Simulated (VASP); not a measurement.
A run of VASP 6.6.1:

The input INCAR:

```
SYSTEM = HfC5
ALGO = Normal ; EDIFF = 1E-6
ENCUT = 520 ; GGA = PE
ISIF = 2 ; ISMEAR = 0
LASPH = .TRUE. ; LCHARG = .FALSE.
LREAL = .FALSE. ; LWAVE = .FALSE.
NBANDS = 24 ; NELM = 100
PREC = Accurate ; SIGMA = 0.1
```

KPOINTS

```
k-points
0
G
  6 6 2
  0 0 0
```

Contents of POSCAR:

```
HfC5
1.0
    3.0063456200      0.0000000000      0.0000000000
   -1.5031728100      2.6035716800      0.0000000000
    0.0000000000      0.0000000000     14.2595970600
Hf C
1 5
Direct
    0.0000000000      0.0000000000      0.0000000000
    0.6666666700      0.3333333300      0.8533704300
    0.0000000000      0.0000000000      0.6760535800
    0.6666666700      0.3333333300      0.5000000000
    0.0000000000      0.0000000000      0.3239464200
    0.6666666700      0.3333333300      0.1466295700
```

Potentials or basis: VASP PAW PBE potentials, release 64 (Hf_pv, C).

Launch:

```sh
$ cat potpaw_PBE.64/Hf_pv/POTCAR potpaw_PBE.64/C/POTCAR > POTCAR
$ mpirun -np 1 vasp_std > vasp.out
```

Hardware: 1 thread of Intel(R) Xeon(R) 6975P-C (Granite Rapids) (shared host).

Estimate the wall time of this run.

Wall time 35 s on 1 thread of Intel(R) Xeon(R) 6975P-C (Granite Rapids) (shared host), peak memory 0.24 GiB. Counts: scf iterations 23, k points 14.
